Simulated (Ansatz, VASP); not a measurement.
## SrO in VASP and in Ansatz

POSCAR

```
SrO
1.0
    3.5052647967      0.0000000000      0.0000000000
   -1.7526323983      3.0356483609      0.0000000000
    0.0000000000      0.0000000000      6.1332760581
Sr O
2 2
Direct
    0.6666666667      0.3333333333      0.7500000000
    0.3333333333      0.6666666667      0.2500000000
    0.0000000000      0.0000000000      0.5000000000
    0.0000000000      0.0000000000      0.0000000000
```

Contents of INCAR.step1:

```
SYSTEM = SrO
PREC = Accurate
ENCUT = 520
ISMEAR = -1
SIGMA = 0.05
LREAL = .False.
LASPH = .True.
NELM = 80
NBANDS = 24
GGA = PE
ALGO = Normal
EDIFF = 1E-4
LWAVE = .True.
LCHARG = .False.
```

The input INCAR.step2:

```
SYSTEM = SrO
PREC = Accurate
ENCUT = 520
EDIFF = 1E-6
ISMEAR = -1
SIGMA = 0.05
LREAL = .False.
LASPH = .True.
NELM = 80
ALGO = Normal
ISIF = 2
LWAVE = .False.
LCHARG = .True.
METAGGA = R2SCAN
LMIXTAU = .True.
LELF = .True.
LVHAR = .True.
NBANDS = 24
ISTART = 1
```

KPOINTS

```
regular mesh
0
Gamma
  9 9 5
  0 0 0
```

File input.yaml:

```yaml
crystal:
  lattice:
    - [3.5052647967, 0.0, 0.0]
    - [-1.7526323983, 3.0356483609, 0.0]
    - [0.0, 0.0, 6.1332760581]
  atoms:
    - { symbol: Sr, position: [0.6666666667, 0.3333333333, 0.75] }
    - { symbol: Sr, position: [0.3333333333, 0.6666666667, 0.25] }
    - { symbol: O, position: [0.0, 0.0, 0.5] }
    - { symbol: O, position: [0.0, 0.0, 0.0] }
hamiltonian:
  xc: r2scan
  pseudopotentials: { kind: paw }
kpoints:
  mp_grid: { grid: [9, 9, 5] }
scf:
  occupations: { method: fermi_dirac, width: 0.05 }
output:
  forces: true
  stress: true
  eigenvalues: true
```

Alike in both runs: task single point; functional r2SCAN; k mesh 9 × 9 × 5; occupations fermi-dirac, width 0.05 eV; no spin polarisation.

|  | VASP | Ansatz |
| --- | --- | --- |
| version | VASP 6.6.1 | Ansatz 0.2.0 |
| potentials or method | VASP PAW PBE potentials, release 64 (Sr_sv, O) | Ansatz PAW |
| plane-wave cutoff (eV) | 520 | 500 |
| valence electrons in the cell | 32 | 32 |

Ansatz gave:

| Item | Value |
| --- | --- |
| gap on the k mesh at the Fermi level (eV) | 3.58 |
| least direct gap on the mesh (eV) | 3.83 |
| pressure (GPa) | 3.5 |
| traceless stress, the component that is largest in VASP (GPa) | 0.45 |

Q: What did VASP give for the same quantities?

A: gap on the k mesh at the Fermi level (eV): 3.53; least direct gap on the mesh (eV): 3.79; pressure (GPa): 4.2; traceless stress, the component that is largest in VASP (GPa): 0.45.

VASP's potentials were made for PBE, not for r2SCAN. The functional is the same, so the differences come from potentials, cutoffs and numerics.

Noted on Ansatz's run: odd divisions of the mesh miss points on the zone boundary, where band edges often lie, so the gap on the mesh can be too wide.
